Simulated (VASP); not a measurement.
Here is a VASP 6.6.1 calculation.

File INCAR:

```
PREC = Accurate
ENCUT = 520
EDIFF = 1E-7
ISMEAR = -1
SIGMA = 0.02
LREAL = False
LASPH = True
NELM = 80
ALGO = Normal
ISIF = 2
LWAVE = False
LCHARG = False
GGA = PE
NBANDS = 16
```

KPOINTS

```
regular mesh
0
Gamma
  12 8 12
```

The input POSCAR:

```
BN
1.0
   -1.8123558154      1.8123558154      0.0000000000
    0.0000000000      0.0000000000      3.6247116308
    1.8123558154      1.8123558154      0.0000000000
B N
2 2
Direct
    0.0000000000      0.0000000000      0.0000000000
    0.5000000000      0.5000000000      0.5000000000
    0.0000000000      0.2500000000      0.5000000000
    0.5000000000      0.7500000000      0.0000000000
```

Potentials or basis: VASP PAW PBE potentials, release 64 (B, N).

Command:

```bash
$ cat potpaw_PBE.64/B/POTCAR potpaw_PBE.64/N/POTCAR > POTCAR
$ mpirun -np 1 vasp_std > vasp.out
```

Problem. Predict the band gap on the k mesh.

Solution. 4.45 eV.

Problem. Estimate the pressure.

Solution. 0.2 GPa.

A k mesh can miss the band edges. As with any semilocal functional, this PBE gap is likely too small.
